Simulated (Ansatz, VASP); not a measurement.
**CuO in VASP and in Ansatz**

Contents of INCAR:

```
SYSTEM = CuO
PREC = Accurate
ENCUT = 600
EDIFF = 1E-7
ISMEAR = 0
SIGMA = 0.1
LREAL = .FALSE.
LASPH = .TRUE.
NELM = 150
ALGO = Normal
ISIF = 3
LWAVE = .FALSE.
LCHARG = .FALSE.
ISPIN = 2
MAGMOM = 1 0
LORBIT = 11
LMAXMIX = 4
GGA = PE
IBRION = 2
NSW = 90
EDIFFG = -0.04
```

The input KPOINTS:

```
Automatic mesh
0
G
  8 8 4
  0 0 0
```

Contents of POSCAR:

```
CuO
1.0
    2.4503266900      0.0000000000      0.0000000000
    0.0000000000      2.4503266900      0.0000000000
    0.0000000000      0.0000000000      4.4433379800
Cu O
1 1
Direct
    0.5000000000      0.5000000000      0.5000000000
    0.0000000000      0.0000000000      0.0000000000
```

Input for Ansatz:

```yaml
crystal:
  lattice:
    - [2.45032669, 0.0, 0.0]
    - [0.0, 2.45032669, 0.0]
    - [0.0, 0.0, 4.44333798]
  atoms:
    - { symbol: Cu, position: [0.5, 0.5, 0.5], spin: 1.0 }
    - { symbol: O, position: [0.0, 0.0, 0.0] }
basis:
  ecutwfc: 420
kpoints:
  mp_grid: { grid: [8, 8, 4] }
hamiltonian:
  xc: pbe
scf:
  occupations: { method: gaussian, width: 0.1 }
  lower_state_search: "off"
output:
  forces: true
  stress: true
  eigenvalues: true
  populations: true
magnetization:
  spin_polarized: true
relax:
  adjacent_minimum: "off"
  f_tol: 0.04
  max_steps: 70
  cell: { stress_tol: 0.4 }
```

Alike in both runs: task relaxation of cell and atoms; functional PBE; k mesh 8 × 8 × 4; occupations gaussian, width 0.1 eV; collinear spin.

```csv
,VASP,Ansatz
version,VASP 6.6.1,Ansatz 0.2.0
potentials or method,"VASP PAW PBE potentials, release 64 (Cu, O), cutoff 600 eV","scalar-relativistic, plane waves, PAW"
valence electrons in the cell,17,25
```

```tsv
	VASP	Ansatz	Ansatz less VASP
gap on the k mesh at the Fermi level, each at its own relaxed structure (eV)	none	none	-
net moment per atom (μB)	0.00	0.50	+0.498
size of the moment on the site where the two differ most (μB)	0.00	0.55	+0.553
relaxed volume (Å³/atom)	9.13	9.25	+0.128
relaxed cell length with the largest relative difference (Å)	2.632	2.644	+0.0127
```

The net moments are unlike, so the other rows may belong to different states. Site moments also hang on the region over which each program counts them. A gap of «none» marks a metal or a gap that the smearing closes. VASP's potentials hold 17 valence electrons a cell and Ansatz's 25, so a difference there can come from the potentials and not from the codes.

Noted on VASP's run: the volume moved by over 15 % at a fixed basis, so the end points are rough.
